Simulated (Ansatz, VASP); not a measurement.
CdI2 in VASP and in Ansatz

```
Cd I
1.0
     4.22101    0.00000    0.00000
    -2.11051    3.65550    0.00000
     0.00000    0.00000    6.93391
Cd I
1 2
Direct
  0.00000 0.00000 0.00000
  0.33333 0.66667 0.24567
  0.66667 0.33333 0.75433
```

Change from the starting cell: volume scaled by 1, PAW files.

Alike in both runs: task electric field gradients; functional PBEsol; k mesh 8 × 8 × 4; occupations fermi-dirac, width 0.03 eV; no spin polarisation.

|  | VASP | Ansatz |
| --- | --- | --- |
| version | VASP 6.6.1 | Ansatz 0.2.0 |
| potentials or method | VASP PAW PBE potentials, release 64 (Cd, I) | PAW with Ansatz's default frozen-core files, scalar-relativistic |
| plane-wave cutoff (eV) | 400 | 420 |
| valence electrons in the cell | 26 | 54 |

|  | VASP | Ansatz | Ansatz less VASP |
| --- | --- | --- | --- |
| gap on the k mesh at the Fermi level (eV) | 2.31 | 2.32 | +0.010 |
| pressure (GPa) | 0.0 | 0.0 | +0.05 |
| rms of the force components (eV/Å) | 0.011 | 0.002 | -0.0091 |
| size of Vzz on the site where it differs most (V/Å²) | 54.4 | 55.5 | +1.10 |

VASP's potentials were made for PBE, not for PBEsol. Atom by atom the forces differ by 0.013 eV/Å (rms over components). VASP's potentials hold 26 valence electrons a cell and Ansatz's 54, so a difference there can come from the potentials and not from the codes.

Neither program's run includes spin-orbit coupling.
